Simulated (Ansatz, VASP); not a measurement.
One calculation of Ge3N4, two programs

```
CELL_PARAMETERS angstrom
8.05660 0.00000 0.00000
-4.02830 6.97722 0.00000
0.00000 0.00000 3.08467
ATOMIC_POSITIONS crystal
Ge 0.83059 0.23718 0.75000
Ge 0.59340 0.83059 0.25000
Ge 0.23718 0.40660 0.25000
Ge 0.76282 0.59340 0.75000
Ge 0.40660 0.16941 0.75000
Ge 0.16941 0.76282 0.25000
N 0.66667 0.33333 0.75000
N 0.33333 0.66667 0.25000
N 0.66962 0.97422 0.75000
N 0.69540 0.66962 0.25000
N 0.97422 0.30460 0.25000
N 0.02578 0.69540 0.75000
N 0.33038 0.02578 0.25000
N 0.30460 0.33038 0.75000
```

Alike in both runs: functional PBEsol; k mesh 6 × 6 × 10; occupations gaussian, width 0.02 eV; no spin polarisation.

Ansatz relaxed the structure, and its values are those at the end. VASP's run is a single point on that final structure, the one shown.

```csv
,VASP,Ansatz
version,VASP 6.6.1,Ansatz 0.2.0
potentials or method,"VASP PAW PBE potentials, release 64 (Ge_d, N), cutoff 600 eV","scalar-relativistic, plane waves, PAW"
valence electrons in the cell,124,124
```

Ansatz gave:

| Property | Result |
| --- | --- |
| gap on the k mesh at the Fermi level (eV) | 2.09 |
| least direct gap on the mesh (eV) | 2.09 |
| pressure (GPa) | 0.0 |
| rms of the force components (eV/Å) | 0.000 |

**Question.** What did VASP give for the same quantities?

**Answer.** gap on the k mesh at the Fermi level (eV): 2.11; least direct gap on the mesh (eV): 2.11; pressure (GPa): -0.6; rms of the force components (eV/Å): 0.004.

VASP's potentials were made for PBE, not for PBEsol.
